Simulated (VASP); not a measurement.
Runs of VASP 6.6.1 on Eu. Symmetry: Im-3m, No. 229, cubic system. The conventional cell has a = 4.455 Å, b = 4.455 Å, c = 4.455 Å, α = 90.00°, β = 90.00°, γ = 90.00°. Within 5.1 Å of Eu (site symmetry m-3m) lie 14 Eu at 3.86 to 4.45 Å. 

```csv
smearing,gap on the mesh (eV),pressure (GPa),moment (μB)
gaussian 0.6 eV,none,-0.4,(a)
fermi-dirac 1 eV,none,(b),6.66
gaussian 0.3 eV,none,-0.4,7.83
gaussian 0.1 eV,none,-0.4,7.67
fermi-dirac 0.2 eV,none,-0.4,7.79
```

Alike in all rows: task single point; level r2SCAN; potentials or basis VASP PAW PBE potentials, release 64 (Eu); spin collinear, ferromagnetic start; cell as given; k mesh 10 × 10 × 10; cutoff (eV) 520.

Q: Estimate the missing entries.

A: (a) 7.78; (b) 0.3.

Caveats: the PAW data sets were made with another functional, which shifts forces and pressure a little; spin-orbit coupling is left out, which moves the levels of the heavy elements; semilocal functionals describe open f shells poorly, which spoils levels, moments and volumes; so wide a smearing shifts energies and pressures (at least some runs).

A k mesh can miss the band edges, and the runs leave out spin-orbit coupling on Eu.

A gap of «none» marks levels without a gap at the run's occupations.
